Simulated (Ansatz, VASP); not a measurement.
**One calculation of Rb, two programs**

```
Rb
1.0
     4.52693    0.00000    0.00000
    -2.26346    3.92044    0.00000
     0.00000    0.00000    6.98003
Rb
4
Direct
  0.00000 0.00000 0.00000
  0.00000 0.00000 0.50000
  0.33333 0.66667 0.25000
  0.66667 0.33333 0.75000
```

Alike in both runs: task single point; functional LDA; k mesh 8 × 8 × 5; occupations fermi-dirac, width 0.1 eV; no spin polarisation.

|  | VASP | Ansatz |
| --- | --- | --- |
| version | VASP 6.6.1 | Ansatz 0.2.0 |
| potentials or method | VASP PAW LDA potentials, release 64 (Rb_sv), cutoff 520 eV | all-electron LAPW, scalar-relativistic |

Ansatz gave:

```
pressure (GPa) : 11.0
```

**Question.** What did VASP give for the same quantities?

**Answer.** Pressure (GPa): 11.1.

LDA's correlation is that of Perdew and Zunger in VASP and of Perdew and Wang (1992) in Ansatz. Ansatz ran all-electron here, and VASP with PAW potentials.
